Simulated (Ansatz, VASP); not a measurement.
NaH in VASP and in Ansatz

```
CELL_PARAMETERS angstrom
0.00000 2.39934 2.39934
2.39934 0.00000 2.39934
2.39934 2.39934 0.00000
ATOMIC_POSITIONS crystal
Na 0.00000 0.00000 0.00000
H 0.50000 0.50000 0.50000
```

Change from the starting cell: volume scaled by 0.98, PAW files.

Alike in both runs: task electric field gradients; functional PBE; k mesh 12 × 12 × 12; occupations fermi-dirac, width 0.08 eV; no spin polarisation.

|  | VASP | Ansatz |
| --- | --- | --- |
| version | VASP 6.6.1 | Ansatz 0.2.0 |
| potentials or method | VASP PAW PBE potentials, release 64 (Na_pv, H) | PAW with Ansatz's default frozen-core files, scalar-relativistic |
| plane-wave cutoff (eV) | 520 | 420 |
| valence electrons in the cell | 8 | 10 |

|  | VASP | Ansatz | Ansatz less VASP |
| --- | --- | --- | --- |
| gap on the k mesh at the Fermi level (eV) | 3.80 | 3.80 | +0.002 |
| pressure (GPa) | 0.5 | 0.5 | +0.03 |

VASP's potentials hold 8 valence electrons a cell and Ansatz's 10, so a difference there can come from the potentials and not from the codes.
